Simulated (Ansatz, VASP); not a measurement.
Two plane-wave programs on Zn

Contents of INCAR:

```
SYSTEM = Zn
ALGO = Normal ; EDIFF = 1E-6
ENCUT = 400 ; GGA = PE
GGA_COMPAT = .FALSE. ; ISIF = 2
ISMEAR = 0 ; ISYM = 0
IVDW = 12 ; LASPH = .TRUE.
LCHARG = .FALSE. ; LREAL = .FALSE.
LWAVE = .FALSE. ; NBANDS = 12
NELM = 120 ; NELMDL = -8
PREC = Accurate ; SIGMA = 0.005
```

The input KPOINTS:

```
k-points
0
G
  1 1 1
  0 0 0
```

The input POSCAR:

```
Zn
1.0
   15.0000000000      0.0000000000      0.0000000000
    0.0000000000     15.5000000000      0.0000000000
    0.0000000000      0.0000000000     16.0000000000
Zn
1
Direct
    0.5000000000      0.5000000000      0.5000000000
```

Input for Ansatz:

```yaml
crystal:
  lattice:
    - [15.0, 0.0, 0.0]
    - [0.0, 15.5, 0.0]
    - [0.0, 0.0, 16.0]
  atoms:
    - { symbol: Zn, position: [0.5, 0.5, 0.5] }
  symmetry: { detect: false }
basis:
  ecutwfc: 420
kpoints:
  mp_grid: { grid: [1, 1, 1] }
hamiltonian:
  xc: pbe
  dispersion: d3bj
scf:
  occupations: { method: gaussian, width: 0.005 }
output:
  forces: true
  eigenvalues: true
```

Alike in both runs: task single point; functional PBE; dispersion D3(BJ); k mesh 1 × 1 × 1; occupations gaussian, width 0.005 eV; no spin polarisation.

|  | VASP | Ansatz |
| --- | --- | --- |
| version | VASP 6.6.1 | Ansatz 0.2.0 |
| potentials or method | VASP PAW PBE potentials, release 64 (Zn), cutoff 400 eV | scalar-relativistic, plane waves, PAW |
| valence electrons in the cell | 12 | 12 |

VASP gave:

- gap on the k mesh at the Fermi level (eV): 4.87

Q: Estimate Ansatz's values.

A: gap on the k mesh at the Fermi level (eV): 4.86.
